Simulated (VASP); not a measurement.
# C12O in VASP: further runs

The runs below take C12O through single point, relaxation of the atoms, with PBE.

Everything below comes from runs of VASP 6.6.1. Logs are shortened: lines on timing, memory, paths and dates and some standing lists are left out, and cuts for length are marked.

## (1) The cell of the first run

The cell holds a slab with vacuum, 13 atoms: a = 4.933 Å, b = 8.872 Å, c = 20.291 Å, α = 90.00°, β = 90.00°, γ = 97.99°.

## (2) Single point, PBE

Input file INCAR:

```
PREC = Accurate
ENCUT = 520
EDIFF = 1E-6
ISMEAR = 0
SIGMA = 0.1
LREAL = False
LASPH = True
NELM = 60
ALGO = Normal
ISIF = 2
LWAVE = False
LCHARG = False
LDIPOL = True
IDIPOL = 3
DIPOL = 0.5 0.5 0.327
GGA = PE
NBANDS = 39
```

Input file KPOINTS:

```
regular mesh
0
Gamma
  6 3 1
```

Input file POSCAR:

```
C12O
1.0
    4.9326910638      0.0000000000      0.0000000000
   -1.2331727659      8.7858796652      0.0000000000
    0.0000000000      0.0000000000     20.2907138818
C O
12 1
Direct
    0.0197005045      0.0788020181      0.1971345130
    0.5197005045      0.0788020181      0.1971345130
    0.2746256306      0.0985025226      0.2311704222
    0.7746256306      0.0985025226      0.2311704222
    0.2844758829      0.1379035317      0.2992422405
    0.7844758829      0.1379035317      0.2992422405
    0.0392966979      0.1571967124      0.3324023561
    0.5392966979      0.1571967124      0.3324023561
    0.0496769462      0.1987212371      0.4035397332
    0.5496769462      0.1987212371      0.4035397332
    0.3040736101      0.2163107364      0.4332382751
    0.8040736101      0.2163107364      0.4332382751
    0.6790736101      0.4663107364      0.4533705685
```

Potentials or basis: VASP PAW PBE potentials, release 64 (C, O).

Started as:

```console
cat potpaw_PBE.64/C/POTCAR potpaw_PBE.64/O/POTCAR > POTCAR
mpirun -np 1 vasp_std > vasp.out
```

OUTCAR:

```text
PREC = Accurate
   ENCUT = 520
   EDIFF = 1E-6
   ISMEAR = 0
   LREAL = False
   LASPH = True
   NELM = 60
   ISIF = 2
   GGA = PE

 ion  position               nearest neighbor table
   1  0.020  0.079  0.197-   3 1.42   4 1.42
   2  0.520  0.079  0.197-   4 1.42   3 1.42
   3  0.275  0.099  0.231-   1 1.42   5 1.42   2 1.42
   4  0.775  0.099  0.231-   2 1.42   6 1.42   1 1.42
   5  0.284  0.138  0.299-   8 1.41   7 1.41   3 1.42
   6  0.784  0.138  0.299-   7 1.41   8 1.41   4 1.42
   7  0.039  0.157  0.332-   6 1.41   5 1.41   9 1.49
   8  0.539  0.157  0.332-   5 1.41   6 1.41  10 1.49
   9  0.050  0.199  0.404-  11 1.38  12 1.38   7 1.49
  10  0.550  0.199  0.404-  12 1.38  11 1.38   8 1.49
  11  0.304  0.216  0.433-   9 1.38  10 1.38
  12  0.804  0.216  0.433-  10 1.38   9 1.38
  13  0.679  0.466  0.453-

  LATTYP: Found a simple monoclinic cell.
 ALAT       =     4.9326910638
 B/A-ratio  =     4.1135180816
 C/A-ratio  =     1.7986126829
 COS(beta)  =    -0.1389960175

  Lattice vectors:

 A1 = (   4.9326910638,   0.0000000000,   0.0000000000)
 A2 = (   0.0000000000,   0.0000000000, -20.2907138818)
 A3 = (  -1.2331727659,   8.7858796652,   0.0000000000)

Analysis of symmetry for initial positions (statically):
=====================================================================
 Subroutine PRICEL returns:
 Original cell was already a primitive cell.

 Routine SETGRP: Setting up the symmetry group for a
 simple monoclinic supercell.

 Subroutine GETGRP returns: Found  1 space group operations
 (whereof  1 operations were pure point group operations)
 out of a pool of  4 trial point group operations.

The static configuration has the point symmetry C_1 .

Analysis of symmetry for dynamics (positions and initial velocities):
=====================================================================
 Subroutine PRICEL returns:
 Original cell was already a primitive cell.

 Routine SETGRP: Setting up the symmetry group for a
 simple monoclinic supercell.

 Subroutine GETGRP returns: Found  1 space group operations
 (whereof  1 operations were pure point group operations)
 out of a pool of  4 trial point group operations.

The dynamic configuration has the point symmetry C_1 .

 Subroutine INISYM returns: Found  1 space group operations
[... 120 lines left out ...]
   EFERMI_NEDOS =   21; number of points for ismear=-14 and -15
   IALGO  =     38    algorithm
   IMIX   =      4    mixing-type and parameters
     AMIX     =   0.40;   BMIX     =  1.00
     AMIX_MAG =   1.60;   BMIX_MAG =  1.00
  volume/ion in A,a.u.               =      67.64       456.48
  Fermi-wavevector in a.u.,A,eV,Ry     =   0.645878  1.220533  5.675787  0.417159
  Thomas-Fermi vector in A             =   1.713678
   LORBIT       =      0    0 simple, 1 ext, 2 COOP (PROOUT), +10 PAW based schemes
   GGA     = PE    functional components
   LHFCALC =     F    Hartree Fock is set to
   AEXX    =    0.0000 exact exchange contribution
   IVDW    =     0    specifies the selected vdW correction
   LEPSILON=     F    determine dielectric tensor
   LRPA    =     F    only Hartree local field effects (RPA)
 non-spin polarized calculation
 Gauss-broadening in eV      SIGMA  =   0.10
  energy-cutoff  :      520.00
  volume of cell :      879.36
 maximum number of plane-waves:     23724
 NGX is ok and might be reduce to    40
   NGX = 19   NGY = 33   NGZ = 75

 dipolmoment           0.000000      0.000000     -0.226175 electrons x Angstroem

 number of electron      54.0000004 magnetization

 dipolmoment           0.000000      0.000000      0.193830 electrons x Angstroem

 Free energy of the ion-electron system (eV)
  ---------------------------------------------------
  ext. energy  EPLUGINS =         0.00000000
  ---------------------------------------------------
  free energy    TOTEN  =       -99.97720718 eV

  energy without entropy =      -99.86933689  energy(sigma->0) =      -99.92327204

 E-fermi :  -5.2333     XC(G=0):  -2.1851

 val. band max:       -5.2408801703   @ k =   0.3333   0.0000   0.0000
 cond. band min:      -5.1980219292   @ k =  -0.1667   0.3333   0.0000
 fundamental gap:      0.0428582411
 Fermi energy:        -5.2333050208

 k-point     1 :       0.0000    0.0000    0.0000
  band No.  band energies     occupation
      1     -23.7394      2.00000
      2     -22.1265      2.00000
      3     -20.4734      2.00000
      4     -19.7137      2.00000
      5     -19.5928      2.00000
      6     -19.5049      2.00000
[... 409 lines left out ...]
     38       1.5494      0.00000
     39       1.7616      0.00000

------------------------ aborting loop because EDIFF is reached ----------------------------------------

 vacuum level on the upper side and lower side of the slab       (xc-potential included)         0.365        -0.414

  FORCE on cell =-STRESS in cart. coord.  units (eV):
  Direction    XX          YY          ZZ          XY          YZ          ZX
  --------------------------------------------------------------------------------------
  -------------------------------------------------------------------------------------
  Total        0.3602959     -5.3133145     -1.1169185      0.7995105     -0.1412114      0.1996415
  in kB        0.6564527     -9.6807635     -2.0350054      1.4566937     -0.2572847      0.3637432
  external PRESSURE =      -3.6864387 kB  Pullay stress =       0.0000000 kB

 VOLUME and BASIS-vectors are now :
 -----------------------------------------------------------------------------
  energy-cutoff  :      520.00
  volume of cell :      879.36
      direct lattice vectors                 reciprocal lattice vectors
     4.932691064  0.000000000  0.000000000     0.202729096  0.028454749  0.000000000
    -1.233172766  8.785879665  0.000000000     0.000000000  0.113818996  0.000000000
     0.000000000  0.000000000 20.290713882     0.000000000  0.000000000  0.049283628

 POSITION                                       TOTAL-FORCE (eV/Angst)
 -----------------------------------------------------------------------------------
     -0.00000      0.69235      4.00000         0.033016      0.500345      1.921668
      2.46635      0.69235      4.00000        -0.031368      0.511389      1.889472
      1.23317      0.86543      4.69061        -0.019692     -0.795103     -3.136187
      3.69952      0.86543      4.69061         0.017160     -0.842893     -3.274871
      1.23317      1.21160      6.07184        -0.037038      0.326246      1.258210
      3.69952      1.21160      6.07184         0.049869      0.333335      1.329266
     -0.00001      1.38111      6.74468         0.047131     -0.172569      0.411523
      2.46633      1.38111      6.74468        -0.107963     -0.269629      0.696960
     -0.00002      1.74594      8.18811         0.366421      0.404751      0.317603
      2.46633      1.74594      8.18811        -0.301540     -0.203295     -0.757495
      1.23315      1.90048      8.79071         0.496649      0.607073     -0.478985
      3.69950      1.90048      8.79071        -0.870898      2.039629     -0.171044
      2.77462      4.09695      9.19921         0.358253     -2.439280     -0.006120
 -----------------------------------------------------------------------------------
    total drift:                                0.000249     -0.000216      0.000055

  FREE ENERGIE OF THE ION-ELECTRON SYSTEM (eV)
  ---------------------------------------------------
  free  energy   TOTEN  =       -99.9772071782 eV

  energy  without entropy=      -99.8693368940  energy(sigma->0) =      -99.92327204

 vacuum level on the upper side and lower side of the slab         1.866         1.059
```

stdout:

```text
POSCAR found type information on POSCAR C O
 POSCAR found :  2 types and      13 ions
 scaLAPACK will be used
 LDA part: xc-table for (Slater+PW92), standard interpolation
 POSCAR, INCAR and KPOINTS ok, starting setup
 FFT: planning ... GRIDC
 FFT: planning ... GRID_SOFT
 FFT: planning ... GRID
 WAVECAR not read
 entering main loop
```

Wall time 7.5 min (1 thread of Intel Xeon 6975P-C (Granite Rapids), shared host); peak memory 0.96 GiB.

What came out:

```
Free energy            : -99.9772 eV
Largest force          : 3.382 eV/Å
Band gap on the k mesh : zero (bands 27 and 28 overlap by 0.02 eV)
```

Forces on the atoms (eV/Å):
```
C    0.033  0.500  1.922
C   -0.031  0.511  1.889
C   -0.020 -0.795 -3.136
C    0.017 -0.843 -3.275
C   -0.037  0.326  1.258
C    0.050  0.333  1.329
C    0.047 -0.173  0.412
C   -0.108 -0.270  0.697
C    0.366  0.405  0.318
C   -0.302 -0.203 -0.757
C    0.497  0.607 -0.479
C   -0.871  2.040 -0.171
O    0.358 -2.439 -0.006
```

Levels at points of the mesh, in eV from the Fermi level:
| k point | band 23 | band 24 | band 25 | band 26 | band 27 | band 28 | band 29 | band 30 | band 31 | band 32 |
| --- | --- | --- | --- | --- | --- | --- | --- | --- | --- | --- |
| (0.00, 0.00, 0.00) | -1.17 | -0.64 | -0.30 | -0.20 | -0.12 | -0.03 | 0.82 | 1.03 | 1.17 | 2.70 |
| (0.50, 0.00, 0.00) | -1.53 | -0.83 | -0.51 | -0.05 | -0.03 | -0.01 | 0.28 | 0.59 | 3.18 | 3.21 |

## (3) Single point, PBE

Input file INCAR:

```
PREC = Accurate
ENCUT = 520
EDIFF = 1E-7
ISMEAR = 0
SIGMA = 0.1
LREAL = False
LASPH = True
NELM = 80
ALGO = Normal
ISIF = 2
LWAVE = False
LCHARG = True
LDIPOL = True
IDIPOL = 3
DIPOL = 0.5 0.5 0.317
GGA = PE
LELF = True
LVHAR = True
LVACPOTAV = True
NBANDS = 39
```

Input file KPOINTS:

```
Automatic mesh
0
Gamma
  6 3 1
```

POSCAR, as its differences from that of step 2:

```diff
@@ -20,2 +20,2 @@
     0.8040736101      0.2163107364      0.4332382751
-    0.6790736101      0.4663107364      0.4533705685
+    0.3040736101      0.9663107364      0.3248200901
```

Potentials or basis: VASP PAW PBE potentials, release 64 (C, O).

Started as:

```console
cat potpaw_PBE.64/C/POTCAR potpaw_PBE.64/O/POTCAR > POTCAR
mpirun -np 1 vasp_std > vasp.out
```

Run time: 8 min. Hardware: 1 thread of Intel Xeon 6975P-C (Granite Rapids), shared host; peak memory 0.97 GiB.

The run converged. Its results:

| Item | Value |
| --- | --- |
| Free energy | -100.6279 eV |
| Largest force | 5.623 eV/Å |
| Band gap on the k mesh | 0.04 eV (least direct gap 0.08 eV) |

Forces in eV/Å, atoms in the order of the input:
```
C    0.120  0.611  2.307
C   -0.122  0.649  2.129
C   -0.138 -0.593 -5.590
C    0.113 -0.796 -3.712
C   -0.303 -2.661  1.559
C    1.605  0.595  1.729
C   -2.749  1.077  0.419
C    1.069 -0.824  1.296
C    0.133  0.133  0.442
C    0.291  0.428  0.677
C   -0.028 -0.112 -0.570
C   -0.333 -0.117 -0.718
O    0.342  1.610  0.030
```

Levels at points of the mesh, in eV from the valence-band top:
```
           k point  band 25  band 26  band 27  band 28  band 29  band 30
(0.00, 0.00, 0.00)    -0.34    -0.28    -0.10     0.66     0.79     0.87
(0.50, 0.00, 0.00)    -0.44    -0.05     0.00     0.08     0.10     1.27
```

## (4) Single point, PBE

Input file INCAR:

```
PREC = Accurate ; ENCUT = 520
EDIFF = 1E-6 ; ISMEAR = 0
SIGMA = 0.1 ; LREAL = F
LASPH = T ; NELM = 80
ALGO = Normal ; ISIF = 2
LWAVE = F ; LCHARG = T
LDIPOL = T ; IDIPOL = 3
DIPOL = 0.5 0.5 0.324 ; GGA = PE
LELF = T ; LVHAR = T
LVACPOTAV = T ; NBANDS = 39
```

KPOINTS is that of step 3.

POSCAR, as its differences from that of step 3:

```diff
@@ -20,2 +20,2 @@
     0.8040736101      0.2163107364      0.4332382751
-    0.3040736101      0.9663107364      0.3248200901
+    0.5540736101      0.9663107364      0.4136594228
```

Started as:

```console
cat potpaw_PBE.64/C/POTCAR potpaw_PBE.64/O/POTCAR > POTCAR
mpirun -np 1 vasp_std > vasp.out
```

Wall time 8 min (1 thread of Intel Xeon 6975P-C (Granite Rapids), shared host); peak memory 0.96 GiB.

It converged, with:

```
Free energy            : -99.5333 eV
Largest force          : 3.321 eV/Å
Band gap on the k mesh : 0.07 eV
```

Forces on the atoms (eV/Å):
```
C   -0.007  0.425  1.737
C   -0.023  0.400  1.686
C   -0.001 -0.818 -3.219
C    0.041 -0.760 -3.052
C   -0.335  0.492  1.440
C    0.377  0.470  1.364
C    0.114  0.085 -0.345
C   -0.124 -0.394 -0.112
C    0.712  0.323  0.594
C   -0.249 -1.777 -0.166
C   -1.189  0.062 -0.328
C    0.768 -0.749  0.394
O   -0.084  2.242  0.007
```

Levels at points of the mesh, in eV from the valence-band top:
| k point | band 23 | band 24 | band 25 | band 26 | band 27 | band 28 | band 29 | band 30 | band 31 | band 32 |
| --- | --- | --- | --- | --- | --- | --- | --- | --- | --- | --- |
| (0.00, 0.00, 0.00) | -0.86 | -0.52 | -0.37 | -0.27 | -0.25 | 0.16 | 0.70 | 1.10 | 1.23 | 2.75 |
| (0.50, 0.00, 0.00) | -1.47 | -0.46 | -0.27 | -0.03 | 0.00 | 0.07 | 0.08 | 0.10 | 3.18 | 3.32 |

## (5) Relaxation of the atoms, PBE

Input file INCAR:

```
SYSTEM = C12O
PREC     = Accurate       ! precision mode
ENCUT    = 520            ! plane-wave cutoff, eV
EDIFF    = 1E-7           ! SCF threshold, eV
ISMEAR   = 0              ! smearing method
SIGMA    = 0.1            ! smearing width, eV
LREAL    = .False.        ! projectors in reciprocal space
LASPH    = .True.         ! aspherical terms in the spheres
NELM     = 120            ! most SCF steps
ALGO     = Normal         ! electronic algorithm
ISIF     = 2              ! what is computed and relaxed
LWAVE    = .False.        ! write WAVECAR
LCHARG   = .False.        ! write CHGCAR
LDIPOL   = .True.       
IDIPOL   = 3            
DIPOL    = 0.5 0.5 0.331
GGA      = PE             ! functional
IBRION   = 2              ! ionic algorithm
NSW      = 36             ! ionic steps
EDIFFG   = -0.025         ! ionic threshold
GGA_COMPAT= .False.      
NELMIN   = 4            
NELMDL   = -8           
KPAR     = 4
```

Input file KPOINTS:

```
Automatic mesh
0
Gamma
  6 3 1
  0 0 0
```

Input file POSCAR:

```
C12O
1.0
    4.9326910638      0.0000000000      0.0000000000
   -1.2331727659      8.7858796652      0.0000000000
    0.0000000000      0.0000000000     20.2907138818
C O
12 1
Selective dynamics
Direct
    0.0197005045      0.0788020181      0.1971345130  F F F
    0.5197005045      0.0788020181      0.1971345130  F F F
    0.2746256306      0.0985025226      0.2311704222  F F F
    0.7746256306      0.0985025226      0.2311704222  F F F
    0.2844758829      0.1379035317      0.2992422405  F F F
    0.7844758829      0.1379035317      0.2992422405  F F F
    0.0392966979      0.1571967124      0.3324023561  F F F
    0.5392966979      0.1571967124      0.3324023561  F F F
    0.0496769462      0.1987212371      0.4035397332  F F F
    0.5496769462      0.1987212371      0.4035397332  F F F
    0.3040736101      0.2163107364      0.4332382751  F F F
    0.8040736101      0.2163107364      0.4332382751  F F F
    0.3040736101      0.2163107364      0.5032210272  F F T
```

Started as:

```console
cat potpaw_PBE.64/C/POTCAR potpaw_PBE.64/O/POTCAR > POTCAR
mpirun -np 4 vasp_std > vasp.out
```

Wall time 20 min (4 MPI ranks of Intel Xeon Platinum 8488C (Sapphire Rapids), shared host); peak memory 1.1 GiB.

Results (log left out):

* Free energy: -105.9883 eV
* Energy gained by relaxing: 30.9 meV/atom
* Ionic steps: 6
* Band gap on the k mesh: zero (bands 27 and 28 overlap by 0.02 eV)

The path:
| step | energy change (eV) | largest force on free atoms (eV/Å) | pressure (GPa) |
| --- | --- | --- | --- |
| 1 | 0.0000 | 4.7714 | -0.24 |
| 2 | -0.1543 | 6.3150 | 0.94 |
| 3 | -0.4012 | 0.1010 | 0.34 |
| 4 | -0.4013 | 0.0494 | 0.35 |
| 5 | -0.4013 | 0.0681 | 0.34 |
| 6 | -0.4013 | 0.0003 | 0.35 |

Final structure:
```
C O
1.0
     4.93269    0.00000    0.00000
    -1.23317    8.78588    0.00000
     0.00000    0.00000   20.29071
C O
12 1
Direct
  0.01970 0.07880 0.19713
  0.51970 0.07880 0.19713
  0.27463 0.09850 0.23117
  0.77463 0.09850 0.23117
  0.28448 0.13790 0.29924
  0.78448 0.13790 0.29924
  0.03930 0.15720 0.33240
  0.53930 0.15720 0.33240
  0.04968 0.19872 0.40354
  0.54968 0.19872 0.40354
  0.30407 0.21631 0.43324
  0.80407 0.21631 0.43324
  0.30407 0.21631 0.49615
```

Levels at points of the mesh, in eV from the Fermi level:
```tsv
k point	band 25	band 26	band 27	band 28	band 29	band 30
(0.00, 0.00, 0.00)	-0.56	-0.34	-0.23	0.45	0.95	1.67
(0.50, 0.00, 0.00)	-0.58	-0.23	-0.09	-0.04	0.12	3.08
```

## (6) Summary

```csv
task,cell,gap on the mesh (eV),largest force (eV/Å)
single point,"as given, atomic positions A",none,3.38
single point,"as given, atomic positions B",0.04,5.62
single point,"as given, atomic positions C",0.07,3.32
relaxation of the atoms,"atoms relaxed, atomic positions D",none,-
```

Alike in all rows: level PBE; potentials or basis VASP PAW PBE potentials, release 64 (C, O); no spin polarisation; k mesh 6 × 3 × 1; cutoff (eV) 520; smearing gaussian 0.1 eV.

Absolute energies hang on the potentials; compare differences alone.
